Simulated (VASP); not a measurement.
# CO (P2_13) in VASP: notebook

The runs below take CO through single point, with r2SCAN.

Program: VASP 6.6.1. These are calculated values, not measurements. Logs are shortened: lines on timing, memory, paths and dates and some standing lists are left out, and cuts for length are marked.

## 1. The cell of the first run

It takes space group P2_13 (No. 198, cubic). The conventional cell has a = 5.630 Å, b = 5.630 Å, c = 5.630 Å, α = 90.00°, β = 90.00°, γ = 90.00°. C (site symmetry 3) has 1 O at 1.06 Å within 1.4 Å. O (site symmetry 3) has 1 C at 1.06 Å within 1.4 Å.

## 2. Single point, r2SCAN

POSCAR reads:

```
CO
1.0
    5.6300000000      0.0000000000      0.0000000000
    0.0000000000      5.6300000000      0.0000000000
    0.0000000000      0.0000000000      5.6300000000
C O
4 4
Direct
    0.9580000000      0.9580000000      0.9580000000
    0.5420000000      0.0420000000      0.4580000000
    0.4580000000      0.5420000000      0.0420000000
    0.0420000000      0.4580000000      0.5420000000
    0.0670000000      0.0670000000      0.0670000000
    0.4330000000      0.9330000000      0.5670000000
    0.5670000000      0.4330000000      0.9330000000
    0.9330000000      0.5670000000      0.4330000000
```

INCAR.step1 reads:

```
  PREC = Accurate
  ENCUT = 520
  ISMEAR = 1
  SIGMA = 0.2125
  LREAL = F
  LASPH = T
  NELM = 100
  NBANDS = 30
  GGA = PE
  ALGO = Normal
  EDIFF = 1E-4
  LWAVE = T
  LCHARG = F
```

INCAR.step2 reads:

```
  PREC = Accurate
  ENCUT = 520
  EDIFF = 1E-6
  ISMEAR = 1
  SIGMA = 0.2125
  LREAL = F
  LASPH = T
  NELM = 100
  ALGO = Normal
  ISIF = 2
  LWAVE = F
  LCHARG = F
  METAGGA = R2SCAN
  LMIXTAU = T
  NBANDS = 30
  ISTART = 1
```

KPOINTS reads:

```
Automatic mesh
0
Gamma
  3 3 3
```

Potentials or basis: VASP PAW PBE potentials, release 64 (C, O).

On the command line:

```console
> cat potpaw_PBE.64/C/POTCAR potpaw_PBE.64/O/POTCAR > POTCAR
> cp INCAR.step1 INCAR
> mpirun -np 1 vasp_std > vasp.out
> cp INCAR.step2 INCAR
> mpirun -np 1 vasp_std > vasp.out
```

OUTCAR:

```text
PREC = Accurate
   ENCUT = 520
   EDIFF = 1E-6
   ISMEAR = 1
   LREAL = F
   LASPH = T
   NELM = 100
   ISIF = 2
   METAGGA = R2SCAN
   ISTART = 1

 ion  position               nearest neighbor table
   1  0.958  0.958  0.958-   5 1.06
   2  0.542  0.042  0.458-   6 1.06
   3  0.458  0.542  0.042-   7 1.06
   4  0.042  0.458  0.542-   8 1.06
   5  0.067  0.067  0.067-   1 1.06
   6  0.433  0.933  0.567-   2 1.06
   7  0.567  0.433  0.933-   3 1.06
   8  0.933  0.567  0.433-   4 1.06

  LATTYP: Found a simple cubic cell.
 ALAT       =     5.6300000000

  Lattice vectors:

 A1 = (   5.6300000000,   0.0000000000,   0.0000000000)
 A2 = (   0.0000000000,   5.6300000000,   0.0000000000)
 A3 = (   0.0000000000,   0.0000000000,   5.6300000000)

Analysis of symmetry for initial positions (statically):
=====================================================================
 Subroutine PRICEL returns:
 Original cell was already a primitive cell.

 Routine SETGRP: Setting up the symmetry group for a
 simple cubic supercell.

 Subroutine GETGRP returns: Found 12 space group operations
 (whereof  3 operations were pure point group operations)
 out of a pool of 48 trial point group operations.

The static configuration has the point symmetry C_3 .
 The point group associated with its full space group is T   .

Analysis of symmetry for dynamics (positions and initial velocities):
=====================================================================
 Subroutine PRICEL returns:
 Original cell was already a primitive cell.

 Routine SETGRP: Setting up the symmetry group for a
 simple cubic supercell.

 Subroutine GETGRP returns: Found 12 space group operations
 (whereof  3 operations were pure point group operations)
 out of a pool of 48 trial point group operations.

The dynamic configuration has the point symmetry C_3 .
 The point group associated with its full space group is T   .

 Subroutine INISYM returns: Found 12 space group operations
 (whereof  3 operations are pure point group operations),
 and found     1 'primitive' translations

----------------------------------------------------------------------------------------

                                     Primitive cell

  volume of cell :     178.4535

  direct lattice vectors                    reciprocal lattice vectors
     5.630000000  0.000000000  0.000000000     0.177619893  0.000000000  0.000000000
     0.000000000  5.630000000  0.000000000     0.000000000  0.177619893  0.000000000
     0.000000000  0.000000000  5.630000000     0.000000000  0.000000000  0.177619893

  length of vectors
     5.630000000  5.630000000  5.630000000     0.177619893  0.177619893  0.177619893

  position of ions in fractional coordinates (direct lattice)
     0.958000000  0.958000000  0.958000000
     0.542000000  0.042000000  0.458000000
     0.458000000  0.542000000  0.042000000
     0.042000000  0.458000000  0.542000000
     0.067000000  0.067000000  0.067000000
     0.433000000  0.933000000  0.567000000
     0.567000000  0.433000000  0.933000000
     0.933000000  0.567000000  0.433000000

  ion indices of the primitive-cell ions
   primitive index   ion index
                 1           1
                 2           2
                 3           3
                 4           4
                 5           5
                 6           6
                 7           7
                 8           8

----------------------------------------------------------------------------------------

 KPOINTS: Automatic mesh

Automatic generation of k-mesh.
 Grid dimensions read from file:
 generate k-points for:    3    3    3

 Generating k-lattice:

  Cartesian coordinates                     Fractional coordinates (reciprocal lattice)
     0.059206631  0.000000000  0.000000000     0.333333333  0.000000000  0.000000000
     0.000000000  0.059206631  0.000000000     0.000000000  0.333333333  0.000000000
     0.000000000  0.000000000  0.059206631     0.000000000  0.000000000  0.333333333

  Length of vectors
     0.059206631  0.059206631  0.059206631

  Shift w.r.t. Gamma in fractional coordinates (k-lattice)
     0.000000000  0.000000000  0.000000000

 Subroutine IBZKPT returns following result:
 ===========================================

 Found      4 irreducible k-points:

 Following reciprocal coordinates:
            Coordinates               Weight
  0.000000  0.000000  0.000000      1.000000
  0.333333  0.000000  0.000000      6.000000
  0.333333  0.333333  0.000000     12.000000
  0.333333  0.333333  0.333333      8.000000
   k-points           NKPTS =      4   k-points in BZ     NKDIM =      4   number of bands    NBANDS=     30
   number of dos      NEDOS =    301   number of ions     NIONS =      8
   total plane-waves  NPLWV =  74088
   dimension x,y,z NGX =    42 NGY =   42 NGZ =   42
   dimension x,y,z NGXF=    84 NGYF=   84 NGZF=   84
   ions per type =               4   4
   NGX,Y,Z   is equivalent  to a cutoff of  12.40, 12.40, 12.40 a.u.
   NGXF,Y,Z  is equivalent  to a cutoff of  24.80, 24.80, 24.80 a.u.
 SYSTEM =  unknown system
   PREC   = accura    normal or accurate (medium, high low for compatibility)
   ISTART =      1    job   : 0-new  1-cont  2-samecut
   ICHARG =      0    charge: 1-file 2-atom 10-const
   ISPIN  =      1    spin polarized calculation?
   LNONCOLLINEAR =      F non collinear calculations
   LSORBIT =      F    spin-orbit coupling
   LASPH  =      T    aspherical Exc in radial PAW
   ENCUT  =  520.0 eV  38.22 Ry    6.18 a.u.  10.47 10.47 10.47*2*pi/ulx,y,z
   NELM   =    100;   NELMIN=  2; NELMDL=  0     # of ELM steps
   EDIFF  = 0.1E-05   stopping-criterion for ELM
   LREAL  =      F    real-space projection
   EDIFFG = 0.1E-04   stopping-criterion for IOM
   NSW    =      0    number of steps for IOM
   IBRION =     -1    ionic relax: 0-MD 1-quasi-New 2-CG
   NFREE  =      0    steps in history (QN), initial steepest desc. (CG)
   ISIF   =      2    stress and relaxation
   ISYM   =      2    0-nonsym 1-usesym 2-fastsym
   POTIM  = 0.5000    time-step for ionic-motion
   TEBEG  =    0.0;   TEEND  =   0.0 temperature during run
   PSTRESS=    0.0 pullay stress
   NELECT =      40.0000    total number of electrons
   NUPDOWN=      -1.0000    fix difference up-down
   EMIN   =  10.00;   EMAX   =-10.00  energy-range for DOS
   EFERMI =   0.00;   METHOD = LEGACY
   ISMEAR =     1;   SIGMA  =   0.21  broadening in eV -4-tet -1-fermi 0-gaus
   EFERMI_NEDOS =   21; number of points for ismear=-14 and -15
   IALGO  =     38    algorithm
   IMIX   =      4    mixing-type and parameters
     AMIX     =   0.40;   BMIX     =  1.00
     AMIX_MAG =   1.60;   BMIX_MAG =  1.00
  volume/ion in A,a.u.               =      22.31       150.53
  Fermi-wavevector in a.u.,A,eV,Ry     =   0.994458  1.879253 13.455436  0.988947
  Thomas-Fermi vector in A             =   2.126411
   LORBIT       =      0    0 simple, 1 ext, 2 COOP (PROOUT), +10 PAW based schemes
   METAGGA = R2SCAN    functional components
   LHFCALC =     F    Hartree Fock is set to
   AEXX    =    0.0000 exact exchange contribution
   IVDW    =     0    specifies the selected vdW correction
   LEPSILON=     F    determine dielectric tensor
   LRPA    =     F    only Hartree local field effects (RPA)
 non-spin polarized calculation
 Methfessel and Paxton  Order N= 1 SIGMA  =   0.21
  energy-cutoff  :      520.00
  volume of cell :      178.45
 maximum number of plane-waves:      4837
 NGX is ok and might be reduce to    42
   NGX = 21   NGY = 21   NGZ = 21

 number of electron      40.0000033 magnetization

 Free energy of the ion-electron system (eV)
  ---------------------------------------------------
  ext. energy  EPLUGINS =         0.00000000
  ---------------------------------------------------
  free energy    TOTEN  =       -64.56731793 eV

  energy without entropy =      -64.59835740  energy(sigma->0) =      -64.57766442

 E-fermi :  -5.5009     XC(G=0):  -6.6370

 val. band max:       -5.6146062534   @ k =   0.3333   0.0000   0.0000
 cond. band min:       1.5278852988   @ k =   0.3333   0.0000   0.0000
 fundamental gap:      7.1424915522
 Fermi energy:        -5.5008662048

 k-point     1 :       0.0000    0.0000    0.0000
  band No.  band energies     occupation
      1     -28.5410      2.00000
      2     -28.4987      2.00000
      3     -28.4987      2.00000
      4     -28.4987      2.00000
      5     -11.2833      2.00000
      6     -11.2833      2.00000
[... 22 lines left out ...]
     29       5.4654      0.00000
     30       7.5765      0.00000

 k-point     2 :       0.3333    0.0000    0.0000
  band No.  band energies     occupation
      1     -28.5317      2.00000
      2     -28.5121      2.00000
      3     -28.4977      2.00000
      4     -28.4960      2.00000
      5     -11.2922      2.00000
      6     -11.2853      2.00000
[... 22 lines left out ...]
     29       5.6205      0.00000
     30       6.3583      0.00000

 k-point     3 :       0.3333    0.3333    0.0000
  band No.  band energies     occupation
      1     -28.5246      2.00000
      2     -28.5131      2.00000
      3     -28.5013      2.00000
      4     -28.4982      2.00000
      5     -11.2900      2.00000
      6     -11.2781      2.00000
[... 22 lines left out ...]
     29       5.7558      0.00000
     30       6.1586      0.00000

 k-point     4 :       0.3333    0.3333    0.3333
  band No.  band energies     occupation
      1     -28.5192      2.00000
      2     -28.5118      2.00000
      3     -28.5043      2.00000
      4     -28.5012      2.00000
      5     -11.2887      2.00000
      6     -11.2756      2.00000
[... 22 lines left out ...]
     29       5.9588      0.00000
     30       6.2249      0.00000

------------------------ aborting loop because EDIFF is reached ----------------------------------------

  FORCE on cell =-STRESS in cart. coord.  units (eV):
  Direction    XX          YY          ZZ          XY          YZ          ZX
  --------------------------------------------------------------------------------------
  -------------------------------------------------------------------------------------
  Total       15.7444211     15.7444211     15.7444211     -0.0000000      0.0000000      0.0000000
  in kB      141.3552990    141.3552990    141.3552990     -0.0000000      0.0000000      0.0000000
  external PRESSURE =     141.3552990 kB  Pullay stress =       0.0000000 kB

 VOLUME and BASIS-vectors are now :
 -----------------------------------------------------------------------------
  energy-cutoff  :      520.00
  volume of cell :      178.45
      direct lattice vectors                 reciprocal lattice vectors
     5.630000000  0.000000000  0.000000000     0.177619893  0.000000000  0.000000000
     0.000000000  5.630000000  0.000000000     0.000000000  0.177619893  0.000000000
     0.000000000  0.000000000  5.630000000     0.000000000  0.000000000  0.177619893

 POSITION                                       TOTAL-FORCE (eV/Angst)
 -----------------------------------------------------------------------------------
      5.39354      5.39354      5.39354        -6.494821     -6.494821     -6.494821
      3.05146      0.23646      2.57854         6.494821      6.494821     -6.494821
      2.57854      3.05146      0.23646        -6.494821      6.494821      6.494821
      0.23646      2.57854      3.05146         6.494821     -6.494821      6.494821
      0.37721      0.37721      0.37721         6.504515      6.504515      6.504515
      2.43779      5.25279      3.19221        -6.504515     -6.504515      6.504515
      3.19221      2.43779      5.25279         6.504515     -6.504515     -6.504515
      5.25279      3.19221      2.43779        -6.504515      6.504515     -6.504515
 -----------------------------------------------------------------------------------
    total drift:                               -0.000000     -0.000000      0.000000

  FREE ENERGIE OF THE ION-ELECTRON SYSTEM (eV)
  ---------------------------------------------------
  free  energy   TOTEN  =       -64.5673179290 eV

  energy  without entropy=      -64.5983573963  energy(sigma->0) =      -64.57766442
```

Wall time 76 s (1 thread of Intel Xeon 6975P-C, shared host); peak memory 0.27 GiB.

What came out:

```yaml
Free_energy: -64.5673 eV
Pressure: 14.1 GPa
Largest_force: 11.266 eV/Å
Band_gap_on_the_k_mesh: 7.14 eV, direct
```

Forces in eV/Å, atoms in the order of the input:
```
C   -6.495 -6.495 -6.495
C    6.495  6.495 -6.495
C   -6.495  6.495  6.495
C    6.495 -6.495  6.495
O    6.505  6.505  6.505
O   -6.505 -6.505  6.505
O    6.505 -6.505 -6.505
O   -6.505  6.505 -6.505
```

Levels at points of the mesh, in eV from the valence-band top:
| k point | band 18 | band 19 | band 20 | band 21 | band 22 | band 23 |
| --- | --- | --- | --- | --- | --- | --- |
| (0.00, 0.00, 0.00) | -0.06 | -0.06 | -0.06 | 7.35 | 7.35 | 7.35 |

Caveat: the PAW data sets were made with another functional, which shifts forces and pressure a little. A k mesh can miss the band edges.

[end of part 1 of 2]
